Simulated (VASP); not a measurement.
# HC12 (a cell with a defect) in VASP: further runs

HC12 (a cell with a defect) is run at these levels: PBE; tasks: single point.

Program: VASP 6.6.1. These are calculated values, not measurements. Logs are shortened: lines on timing, memory, paths and dates and some standing lists are left out, and cuts for length are marked.

## 1. The cell of the first run

The cell holds a defect, 13 atoms: a = 4.374 Å, b = 4.374 Å, c = 4.374 Å, α = 80.41°, β = 70.53°, γ = 60.00°.

## 2. Single point, PBE

Input file INCAR:

```
SYSTEM = HC12
ALGO = Normal
EDIFF = 1E-6
ENCUT = 520
GGA = PE
ISIF = 2
ISMEAR = 0
LASPH = .TRUE.
LCHARG = .FALSE.
LREAL = .FALSE.
LWAVE = .FALSE.
NBANDS = 36
NELECT = 48.0
NELM = 60
PREC = Accurate
SIGMA = 0.05
```

Input file KPOINTS:

```
k-points
0
G
  6 6 6
  0 0 0
```

Input file POSCAR:

```
HC12
1.0
   -3.5715485858     -1.7857742929     -1.7857742929
   -1.7857742929     -3.5715485858      1.7857742929
   -3.5715485858      1.7857742929      1.7857742929
C H
12 1
Direct
    0.9166666667      0.6666666667      0.2500000000
    0.5833333333      0.3333333333      0.2500000000
    0.2500000000      0.0000000000      0.2500000000
    0.0833333333      0.3333333333      0.7500000000
    0.7500000000      0.0000000000      0.7500000000
    0.4166666667      0.6666666667      0.7500000000
    0.5416666667      0.6666666667      0.3750000000
    0.2083333333      0.3333333333      0.3750000000
    0.8750000000      0.0000000000      0.3750000000
    0.7083333333      0.3333333333      0.8750000000
    0.3750000000      0.0000000000      0.8750000000
    0.0416666667      0.6666666667      0.8750000000
    0.5000000000      0.5000000000      0.0000000000
```

Potentials or basis: VASP PAW PBE potentials, release 64 (C, H).

Command:

```sh
> cat potpaw_PBE.64/C/POTCAR potpaw_PBE.64/H/POTCAR > POTCAR
> mpirun -np 1 vasp_std > vasp.out
```

OUTCAR:

```text
SYSTEM = HC12
   EDIFF = 1E-6
   ENCUT = 520
   GGA = PE
   ISIF = 2
   ISMEAR = 0
   LASPH = .TRUE.
   LREAL = .FALSE.
   NELECT = 48.0
   NELM = 60
   PREC = Accurate

 ion  position               nearest neighbor table
   1  0.917  0.667  0.250-   9 1.55   7 1.55  12 1.55   8 1.55
   2  0.583  0.333  0.250-  13 1.26  10 1.55   8 1.55   9 1.55   7 1.55
   3  0.250  0.000  0.250-   8 1.55   9 1.55  11 1.55   7 1.55
   4  0.083  0.333  0.750-   8 1.55  10 1.55  11 1.55  12 1.55
   5  0.750  0.000  0.750-  10 1.55   9 1.55  11 1.55  12 1.55
   6  0.417  0.667  0.750-  13 1.26  11 1.55  12 1.55   7 1.55  10 1.55
   7  0.542  0.667  0.375-   1 1.55   6 1.55   3 1.55   2 1.55
   8  0.208  0.333  0.375-   3 1.55   2 1.55   4 1.55   1 1.55
   9  0.875  0.000  0.375-   1 1.55   3 1.55   5 1.55   2 1.55
  10  0.708  0.333  0.875-  13 0.89   5 1.55   2 1.55   4 1.55   6 1.55
  11  0.375  0.000  0.875-   6 1.55   5 1.55   3 1.55   4 1.55
  12  0.042  0.667  0.875-   1 1.55   6 1.55   5 1.55   4 1.55
  13  0.500  0.500  0.000-  10 0.89   6 1.26   2 1.26

  LATTYP: Found a base centered monoclinic cell.
 ALAT       =     4.3742358134
 B/A-ratio  =     1.7320508076
 C/A-ratio  =     1.0000000000
 COS(beta)  =    -0.3333333333

  Lattice vectors:

 A1 = (   1.7857742929,  -1.7857742929,   3.5715485858)
 A2 = (   1.7857742929,   3.5715485858,  -1.7857742929)
 A3 = (  -3.5715485858,   1.7857742929,   1.7857742929)

Analysis of symmetry for initial positions (statically):
=====================================================================
 Subroutine PRICEL returns:
 Original cell was already a primitive cell.

 Routine SETGRP: Setting up the symmetry group for a
 base centered monoclinic supercell.

 Subroutine GETGRP returns: Found  1 space group operations
 (whereof  1 operations were pure point group operations)
 out of a pool of  4 trial point group operations.

The static configuration has the point symmetry C_1 .

Analysis of symmetry for dynamics (positions and initial velocities):
=====================================================================
 Subroutine PRICEL returns:
 Original cell was already a primitive cell.

 Routine SETGRP: Setting up the symmetry group for a
 base centered monoclinic supercell.

 Subroutine GETGRP returns: Found  1 space group operations
 (whereof  1 operations were pure point group operations)
 out of a pool of  4 trial point group operations.

The dynamic configuration has the point symmetry C_1 .

 Subroutine INISYM returns: Found  1 space group operations
 (whereof  1 operations are pure point group operations),
 and found     1 'primitive' translations

----------------------------------------------------------------------------------------

                                     Primitive cell

  volume of cell :      68.3378

  direct lattice vectors                    reciprocal lattice vectors
    -3.571548586 -1.785774293 -1.785774293    -0.139995296 -0.046665099 -0.233325493
    -1.785774293 -3.571548586  1.785774293     0.000000000 -0.186660394  0.186660394
    -3.571548586  1.785774293  1.785774293    -0.139995296  0.139995296  0.139995296

  length of vectors
     4.374235813  4.374235813  4.374235813     0.276074446  0.263977661  0.242478965

  position of ions in fractional coordinates (direct lattice)
     0.916666667  0.666666667  0.250000000
     0.583333333  0.333333333  0.250000000
     0.250000000  0.000000000  0.250000000
     0.083333333  0.333333333  0.750000000
     0.750000000  0.000000000  0.750000000
     0.416666667  0.666666667  0.750000000
     0.541666667  0.666666667  0.375000000
     0.208333333  0.333333333  0.375000000
     0.875000000  0.000000000  0.375000000
     0.708333333  0.333333333  0.875000000
     0.375000000  0.000000000  0.875000000
     0.041666667  0.666666667  0.875000000
     0.500000000  0.500000000  0.000000000

  ion indices of the primitive-cell ions
   primitive index   ion index
                 1           1
                 2           2
                 3           3
                 4           4
                 5           5
                 6           6
                 7           7
                 8           8
                 9           9
                10          10
                11          11
                12          12
                13          13

----------------------------------------------------------------------------------------

 KPOINTS: k-points

Automatic generation of k-mesh.
 Grid dimensions read from file:
 generate k-points for:    6    6    6

 Generating k-lattice:

  Cartesian coordinates                     Fractional coordinates (reciprocal lattice)
    -0.023332549 -0.007777516 -0.038887582     0.166666667 -0.000000000 -0.000000000
     0.000000000 -0.031110066  0.031110066     0.000000000  0.166666667  0.000000000
    -0.023332549  0.023332549  0.023332549     0.000000000  0.000000000  0.166666667

  Length of vectors
     0.046012408  0.043996277  0.040413161

  Shift w.r.t. Gamma in fractional coordinates (k-lattice)
     0.000000000  0.000000000  0.000000000

 Subroutine IBZKPT returns following result:
 ===========================================

 Found    112 irreducible k-points:

 Following reciprocal coordinates:
            Coordinates               Weight
  0.000000  0.000000  0.000000      1.000000
  0.166667  0.000000 -0.000000      2.000000
 -0.166667 -0.166667  0.000000      2.000000
  0.333333  0.000000 -0.000000      2.000000
 -0.333333 -0.333333  0.000000      2.000000
  0.500000  0.000000 -0.000000      1.000000
[... 16 lines left out ...]
 -0.166667 -0.166667 -0.166667      2.000000
  0.333333  0.000000  0.166667      2.000000
 [... further k-points ...]
   k-points           NKPTS =    112   k-points in BZ     NKDIM =    112   number of bands    NBANDS=     36
   number of dos      NEDOS =    301   number of ions     NIONS =     13
   total plane-waves  NPLWV =  46656
   dimension x,y,z NGX =    36 NGY =   36 NGZ =   36
   dimension x,y,z NGXF=    72 NGYF=   72 NGZF=   72
   ions per type =              12   1
   NGX,Y,Z   is equivalent  to a cutoff of  13.68, 13.68, 13.68 a.u.
   NGXF,Y,Z  is equivalent  to a cutoff of  27.36, 27.36, 27.36 a.u.
 SYSTEM =  HC12
   PREC   = accura    normal or accurate (medium, high low for compatibility)
   ISTART =      0    job   : 0-new  1-cont  2-samecut
   ICHARG =      2    charge: 1-file 2-atom 10-const
   ISPIN  =      1    spin polarized calculation?
   LNONCOLLINEAR =      F non collinear calculations
   LSORBIT =      F    spin-orbit coupling
   LASPH  =      T    aspherical Exc in radial PAW
   ENCUT  =  520.0 eV  38.22 Ry    6.18 a.u.   8.13  8.13  8.13*2*pi/ulx,y,z
   NELM   =     60;   NELMIN=  2; NELMDL= -5     # of ELM steps
   EDIFF  = 0.1E-05   stopping-criterion for ELM
   LREAL  =      F    real-space projection
   EDIFFG = 0.1E-04   stopping-criterion for IOM
   NSW    =      0    number of steps for IOM
   IBRION =     -1    ionic relax: 0-MD 1-quasi-New 2-CG
   NFREE  =      0    steps in history (QN), initial steepest desc. (CG)
   ISIF   =      2    stress and relaxation
   ISYM   =      2    0-nonsym 1-usesym 2-fastsym
   POTIM  = 0.5000    time-step for ionic-motion
   TEBEG  =    0.0;   TEEND  =   0.0 temperature during run
   PSTRESS=    0.0 pullay stress
   NELECT =      48.0000    total number of electrons
   NUPDOWN=      -1.0000    fix difference up-down
   EMIN   =  10.00;   EMAX   =-10.00  energy-range for DOS
   EFERMI =   0.00;   METHOD = LEGACY
   ISMEAR =     0;   SIGMA  =   0.05  broadening in eV -4-tet -1-fermi 0-gaus
   EFERMI_NEDOS =   21; number of points for ismear=-14 and -15
   IALGO  =     38    algorithm
   IMIX   =      4    mixing-type and parameters
     AMIX     =   0.40;   BMIX     =  1.00
     AMIX_MAG =   1.60;   BMIX_MAG =  1.00
  volume/ion in A,a.u.               =       5.26        35.47
  Fermi-wavevector in a.u.,A,eV,Ry     =   1.455241  2.750007 28.813417  2.117726
  Thomas-Fermi vector in A             =   2.572298
   LORBIT       =      0    0 simple, 1 ext, 2 COOP (PROOUT), +10 PAW based schemes
   GGA     = PE    functional components
   LHFCALC =     F    Hartree Fock is set to
   AEXX    =    0.0000 exact exchange contribution
   IVDW    =     0    specifies the selected vdW correction
   LEPSILON=     F    determine dielectric tensor
   LRPA    =     F    only Hartree local field effects (RPA)
 non-spin polarized calculation
 Gauss-broadening in eV      SIGMA  =   0.05
  energy-cutoff  :      520.00
  volume of cell :       68.34
 maximum number of plane-waves:      1862
 NGX is ok and might be reduce to    36
   NGX = 17   NGY = 17   NGZ = 17

 number of electron      48.0000003 magnetization

 Free energy of the ion-electron system (eV)
  ---------------------------------------------------
  ext. energy  EPLUGINS =         0.00000000
  ---------------------------------------------------
  free energy    TOTEN  =      -117.14473727 eV

  energy without entropy =     -117.14473727  energy(sigma->0) =     -117.14473727

 E-fermi :  10.0402     XC(G=0): -13.2184

 val. band max:        9.8379417218   @ k =   0.0000   0.0000   0.0000
 cond. band min:      13.1819994898   @ k =  -0.3333   0.3333   0.3333
 fundamental gap:      3.3440577681
 Fermi energy:        10.0401521733

 k-point     1 :       0.0000    0.0000    0.0000
  band No.  band energies     occupation
      1     -12.6794      2.00000
      2      -7.8784      2.00000
      3      -5.8053      2.00000
      4      -4.3715      2.00000
      5      -3.9482      2.00000
      6      -3.8289      2.00000
[... 28 lines left out ...]
     35      19.1572      0.00000
     36      19.9280      0.00000
[... 866 lines left out ...]
      6      -4.8445      2.00000
[... 28 lines left out ...]
     35      18.9788      0.00000
     36      20.1829      0.00000

 [... further k-points ...]
[... 5 lines left out ...]
  --------------------------------------------------------------------------------------
  -------------------------------------------------------------------------------------
  Total       -7.0727942     -7.0694166      1.7177506     -3.2427867     -0.0085924     -0.0123438
  in kB     -165.8214296   -165.7422429     40.2726068    -76.0270291     -0.2014485     -0.2894006
  external PRESSURE =     -97.0970219 kB  Pullay stress =       0.0000000 kB

 VOLUME and BASIS-vectors are now :
 -----------------------------------------------------------------------------
  energy-cutoff  :      520.00
  volume of cell :       68.34
      direct lattice vectors                 reciprocal lattice vectors
    -3.571548586 -1.785774293 -1.785774293    -0.139995296 -0.046665099 -0.233325493
    -1.785774293 -3.571548586  1.785774293     0.000000000 -0.186660394  0.186660394
    -3.571548586  1.785774293  1.785774293    -0.139995296  0.139995296  0.139995296

 POSITION                                       TOTAL-FORCE (eV/Angst)
 -----------------------------------------------------------------------------------
     -5.35732     -3.57155     -0.00000        -0.044327      0.107133      0.243753
     -3.57155     -1.78577     -0.00000        -3.135217      3.166638      1.383219
     -1.78577      0.00000      0.00000        -0.166741      0.088852      0.370163
     -3.57155      0.00000      1.78577        -0.316114     -0.452867      0.058114
     -5.35732      0.00000      0.00000         0.535300      0.062959      0.302632
     -5.35732     -1.78577      1.78577         3.195914     -3.004037      1.157155
     -4.46444     -2.67866      0.89289        -0.417959     -0.171894     -0.419095
     -2.67866     -0.89289      0.89289         0.439366      0.369706      0.196502
     -4.46444     -0.89289     -0.89289         0.027606     -0.279766     -0.436045
     -6.25021     -0.89289      0.89289        -0.000546     -0.008620    -16.677274
     -4.46444      0.89289      0.89289        -0.206035     -0.060136      0.192152
     -4.46444     -0.89289      2.67866         0.121484      0.149563      0.266322
     -2.67866     -2.67866      0.00000        -0.032731      0.032472     13.362402
 -----------------------------------------------------------------------------------
    total drift:                               -0.000011      0.000062     -0.000090

  FREE ENERGIE OF THE ION-ELECTRON SYSTEM (eV)
  ---------------------------------------------------
  free  energy   TOTEN  =      -117.1447372733 eV

  energy  without entropy=     -117.1447372733  energy(sigma->0) =     -117.14473727
```

Run time: 7.9 min. Hardware: 1 thread of Intel Xeon 8259CL, shared host; peak memory 0.32 GiB.

Results:

```yaml
Free_energy: -117.1447 eV
Largest_force: 16.677 eV/Å
```

Forces on the atoms (eV/Å):
```
C    -0.044   0.107   0.244
C    -3.135   3.167   1.383
C    -0.167   0.089   0.370
C    -0.316  -0.453   0.058
C     0.535   0.063   0.303
C     3.196  -3.004   1.157
C    -0.418  -0.172  -0.419
C     0.439   0.370   0.197
C     0.028  -0.280  -0.436
C    -0.001  -0.009 -16.677
C    -0.206  -0.060   0.192
C     0.121   0.150   0.266
H    -0.033   0.032  13.362
```

Caveat: the cell carries a net charge on a neutralising background, which shifts energy and pressure; the cell is charged against a uniform background, so pressure and absolute levels hang on convention.

(Continued in part 2 of 2.)
